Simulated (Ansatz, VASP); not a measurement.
# Ca: VASP beside Ansatz

File POSCAR:

```
Ca
1.0
   -2.1699536458      2.1699536458      2.3869490104
    2.1699536458     -2.1699536458      2.3869490104
    2.1699536458      2.1699536458     -2.3869490104
Ca
1
Direct
    0.0000000000      0.0000000000      0.0000000000
```

Contents of INCAR.step1:

```
SYSTEM = Ca
  PREC = Accurate
  ENCUT = 520
  ISMEAR = 0
  SIGMA = 0.15
  LREAL = .False.
  LASPH = .True.
  NELM = 100
  NBANDS = 11
  GGA = PE
  ALGO = Normal
  EDIFF = 1E-4
  LWAVE = .True.
  LCHARG = .False.
```

INCAR.step2

```
SYSTEM = Ca
  PREC = Accurate
  ENCUT = 520
  EDIFF = 1E-6
  ISMEAR = 0
  SIGMA = 0.15
  LREAL = .False.
  LASPH = .True.
  NELM = 100
  ALGO = Normal
  ISIF = 2
  LWAVE = .False.
  LCHARG = .False.
  METAGGA = R2SCAN
  LMIXTAU = .True.
  NBANDS = 11
  ISTART = 1
```

The input KPOINTS:

```
regular mesh
0
Gamma
  16 16 16
  0 0 0
```

Input for Ansatz:

```yaml
crystal:
  lattice:
    - [-2.1699536458, 2.1699536458, 2.3869490104]
    - [2.1699536458, -2.1699536458, 2.3869490104]
    - [2.1699536458, 2.1699536458, -2.3869490104]
  atoms:
    - { symbol: Ca, position: [0.0, 0.0, 0.0] }
basis:
  ecutwfc: 500
kpoints:
  mp_grid: { grid: [16, 16, 16] }
hamiltonian:
  xc: r2scan
scf:
  occupations: { method: gaussian, width: 0.15 }
output:
  forces: true
  stress: true
  eigenvalues: true
```

Alike in both runs: task single point; functional r2SCAN; k mesh 16 × 16 × 16; occupations gaussian, width 0.15 eV; no spin polarisation.

```csv
,VASP,Ansatz
version,VASP 6.6.1,Ansatz 0.2.0
potentials or method,"VASP PAW PBE potentials, release 64 (Ca_sv), cutoff 520 eV","scalar-relativistic, plane waves, PAW"
valence electrons in the cell,10,10
```

Ansatz gave:

| Item | Value |
| --- | --- |
| gap on the k mesh at the Fermi level (eV) | none |
| pressure (GPa) | -0.7 |
| traceless stress, the component that is largest in VASP (GPa) | 0.12 |

Task: Estimate VASP's values.

Result: gap on the k mesh at the Fermi level (eV): none; pressure (GPa): -0.6; traceless stress, the component that is largest in VASP (GPa): 0.12.

VASP's potentials were made for PBE, not for r2SCAN. A gap of «none» marks a metal or a gap that the smearing closes. The functional is the same, so the differences come from potentials, cutoffs and numerics.
